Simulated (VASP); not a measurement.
## Mg6NO6: single point with PBE+D3(BJ)

System: Mg6NO6, a slab with vacuum.

```xyz
26
Lattice="5.9516 0.0000 0.0000 -2.9758 5.1542 0.0000 0.0000 0.0000 24.5451" Properties=species:S:1:pos:R:3 pbc="T T T"
O     0.0000    1.7181    4.0000
O    -1.4879    4.2952    4.0000
O     2.9758    1.7181    4.0000
O     1.4879    4.2952    4.0000
O     0.0000    0.0000    6.4297
O    -1.4879    2.5771    6.4297
O     2.9758    0.0000    6.4297
O     1.4879    2.5771    6.4297
O     1.4879    0.8590    8.9096
O     0.0000    3.4361    8.9096
O     4.4637    0.8590    8.9096
O     2.9758    3.4361    8.9096
Mg    1.4879    0.8590    5.2149
Mg    0.0000    3.4361    5.2149
Mg    4.4637    0.8590    5.2149
Mg    2.9758    3.4361    5.2149
Mg    0.0000    1.7181    7.5499
Mg   -1.4879    4.2952    7.5499
Mg    2.9758    1.7181    7.5499
Mg    1.4879    4.2952    7.5499
Mg    0.0000    0.0000   10.0451
Mg   -1.4879    2.5771   10.0451
Mg    2.9758    0.0000   10.0451
Mg    1.4879    2.5771   10.0451
N     0.0000    0.0000   13.4451
N     0.0000    0.0000   14.5451
```

| Property | Result |
| --- | --- |
| Program | VASP 6.6.1 |
| Task | single point |
| Functional | PBE |
| Dispersion | D3(BJ) |
| Potentials or basis | VASP PAW PBE potentials, release 64 (O, Mg, N) |
| Cutoff | 520 eV |
| k mesh | 6 × 6 × 1 |
| Occupations | gaussian, width 0.05 eV |
| Spin | no spin polarisation |
| Dipole correction | yes |
| Further INCAR settings | LREAL = Auto; ALGO = Normal; EDIFF = 1e-06; NBANDS = 72 |

- Largest force: 2.710 eV/Å
- Band gap on the k mesh: zero (bands 53 and 54 overlap by 0.50 eV)
- Dispersion energy per atom: -0.196 eV

Forces on the atoms (eV/Å):
```
O    0.000  0.000  1.297
O    0.000  0.000  1.297
O    0.000  0.000  1.295
O    0.000  0.000  1.297
O    0.000  0.000  1.441
O   -0.003 -0.002  1.442
O    0.000  0.004  1.442
O    0.003 -0.002  1.442
O   -0.023 -0.013  0.007
O    0.000  0.000 -0.042
O    0.023 -0.013  0.007
O    0.000  0.027  0.007
Mg   0.000  0.000 -2.710
Mg   0.000  0.000 -2.710
Mg   0.000  0.000 -2.710
Mg   0.000  0.000 -2.710
Mg   0.000  0.009  0.023
Mg   0.008 -0.005  0.023
Mg   0.000  0.000  0.015
Mg  -0.008 -0.005  0.023
Mg   0.000  0.000 -0.104
Mg   0.006  0.004 -0.056
Mg   0.000 -0.007 -0.056
Mg  -0.006  0.004 -0.056
N    0.000  0.000 -2.120
N    0.000  0.000  2.220
```

Levels at points of the mesh, in eV from the Fermi level:
```tsv
k point	band 49	band 50	band 51	band 52	band 53	band 54	band 55	band 56	band 57	band 58
(0.00, 0.00, 0.00)	-0.21	-0.06	-0.06	-0.06	0.45	0.45	1.58	1.58	1.72	2.30
(0.50, 0.00, 0.00)	-0.67	-0.36	-0.36	-0.16	-0.16	0.18	0.18	1.10	1.24	2.18
```

Run time: 17 min on 1 thread of AMD EPYC 9R14 (Zen 4) (shared host), peak memory 0.94 GiB.

Caveat: the standard files for N, O and F lose accuracy on very short bonds.
